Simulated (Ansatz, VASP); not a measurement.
## Ag: VASP beside Ansatz

The input INCAR:

```
SYSTEM = Ag
PREC = Accurate ; ENCUT = 520
EDIFF = 1E-8 ; ISMEAR = -1
SIGMA = 0.05 ; LREAL = .False.
LASPH = .True. ; NELM = 60
ALGO = Normal ; ISIF = 2
LWAVE = .False. ; LCHARG = .False.
GGA = CA ; LEFG = .True.
NBANDS = 18
```

The input KPOINTS:

```
Automatic mesh
0
Gamma
  14 14 8
  0 0 0
```

The input POSCAR:

```
Ag
1.0
    2.9299980804      0.0000000000      0.0000000000
   -1.4649990402      2.5374527707      0.0000000000
    0.0000000000      0.0000000000      4.7900000000
Ag
2
Direct
    0.3333333333      0.6666666667      0.2500000000
    0.6666666667      0.3333333333      0.7500000000
```

Input for Ansatz:

```yaml
crystal:
  lattice:
    - [2.9299980804, 0.0, 0.0]
    - [-1.4649990402, 2.5374527707, 0.0]
    - [0.0, 0.0, 4.79]
  atoms:
    - { symbol: Ag, position: [0.3333333333, 0.6666666667, 0.25] }
    - { symbol: Ag, position: [0.6666666667, 0.3333333333, 0.75] }
kpoints:
  mp_grid: { grid: [14, 14, 8] }
  band_path:
    path:
      - [0.0, 0.0, 0.0]
      - [0.5, 0.0, 0.0]
      - [0.3333333333, 0.3333333333, 0.0]
      - [0.0, 0.0, 0.0]
      - [0.0, 0.0, 0.5]
      - [0.5, 0.0, 0.5]
      - [0.3333333333, 0.3333333333, 0.5]
      - [0.0, 0.0, 0.5]
      - [0.5, 0.0, 0.5]
    npoints: 5
scf:
  occupations: { method: fermi_dirac, width: 0.05 }
hamiltonian:
  xc: lda
  pseudopotentials: { kind: paw }
output:
  forces: true
  stress: true
  eigenvalues: true
  efg: { contact_densities: true }
```

Alike in both runs: task electric field gradients; functional LDA; k mesh 14 × 14 × 8; occupations fermi-dirac, width 0.05 eV; no spin polarisation.

```csv
,VASP,Ansatz
version,VASP 6.6.1,Ansatz 0.2.0
potentials or method,"VASP PAW LDA potentials, release 64 (Ag)","PAW with Ansatz's default frozen-core files, scalar-relativistic"
plane-wave cutoff (eV),520,420
valence electrons in the cell,22,38
```

|  | VASP | Ansatz | Ansatz less VASP |
| --- | --- | --- | --- |
| pressure (GPa) | -10.4 | -10.6 | -0.15 |
| traceless stress, the component that is largest in VASP (GPa) | -0.25 | -0.24 | +0.008 |
| size of Vzz on the site where it differs most (V/Å²) | 4.0 | 4.3 | +0.33 |

LDA's correlation is that of Perdew and Zunger in VASP and of Perdew and Wang (1992) in Ansatz. VASP's potentials hold 22 valence electrons a cell and Ansatz's 38, so a difference there can come from the potentials and not from the codes.
